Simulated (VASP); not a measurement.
A run of VASP 6.6.1 is set up as follows.

Contents of INCAR:

```
PREC = Accurate ; ENCUT = 520
EDIFF = 1E-6 ; ISMEAR = -1
SIGMA = 0.05 ; LREAL = False
LASPH = True ; NELM = 80
ALGO = Normal ; ISIF = 2
LWAVE = False ; LCHARG = False
GGA = PS ; NBANDS = 18
```

Contents of KPOINTS:

```
Automatic mesh
0
Gamma
  9 9 5
```

The input POSCAR:

```
PtS2
1.0
    3.5898263996      0.0000000000      0.0000000000
   -1.7949131998      3.1088808573      0.0000000000
    0.0000000000      0.0000000000      5.1051076040
Pt S
1 2
Direct
    0.0000000000      0.0000000000      0.0000000000
    0.6666666667      0.3333333333      0.7730000000
    0.3333333333      0.6666666667      0.2270000000
```

Potentials or basis: VASP PAW PBE potentials, release 64 (Pt, S).

Run with:

```sh
$ cat potpaw_PBE.64/Pt/POTCAR potpaw_PBE.64/S/POTCAR > POTCAR
$ mpirun -np 1 vasp_std > vasp.out
```

**Question.** Predict the largest force.

**Answer.** 0.360 eV/Å.

**Question.** Estimate the pressure.

**Answer.** 0.1 GPa.

Stress tensor (GPa, compression positive):
```
-0.65  0.00  0.00
 0.00 -0.65  0.00
 0.00  0.00  1.53
```

Caveat: the PAW data sets were made with another functional, which shifts forces and pressure a little.
